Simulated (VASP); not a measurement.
Set up this calculation in VASP 6.6.1, as the native input.

```yaml
Task: single point
Functional: LDA
Potentials_or_basis: VASP PAW LDA potentials, release 64 (Pd)
Cutoff: 500 eV
k_mesh: 17 × 17 × 17
Occupations: tetrahedron
Spin: no spin polarisation
Dipole_correction: no
Further_INCAR_settings: ALGO = Normal; EDIFF = 1e-06; NBANDS = 11
```

The structure of Pd lies in POSCAR:

```
Pd
1.0
    0.0000000000      1.8680266297      1.8680266297
    1.8680266297      0.0000000000      1.8680266297
    1.8680266297      1.8680266297      0.0000000000
Pd
1
Direct
    0.0000000000      0.0000000000      0.0000000000
```

The input as run:

INCAR

```
  PREC = Accurate
  ENCUT = 500
  EDIFF = 1E-6
  ISMEAR = -4
  SIGMA = 0.1
  LREAL = False
  LASPH = True
  NELM = 120
  ALGO = Normal
  ISIF = 2
  LWAVE = False
  LCHARG = False
  GGA = CA
  NBANDS = 11
  GGA_COMPAT = False
```

KPOINTS

```
regular mesh
0
Gamma
  17 17 17
```

Potentials or basis: VASP PAW LDA potentials, release 64 (Pd).

Command:

```console
$ cat potpaw_LDA.64/Pd/POTCAR > POTCAR
$ mpirun -np 1 vasp_std > vasp.out
```

It gave:

```json
{
  "Pressure": "24.0 GPa",
  "Band gap on the k mesh": "zero (bands 5 and 6 overlap by 1.92 eV)"
}
```

Caveat: the cell stands under pressure.

Run time: 36 s on 1 thread of Intel Xeon 8259CL, with other jobs on the host, peak memory 0.14 GiB.
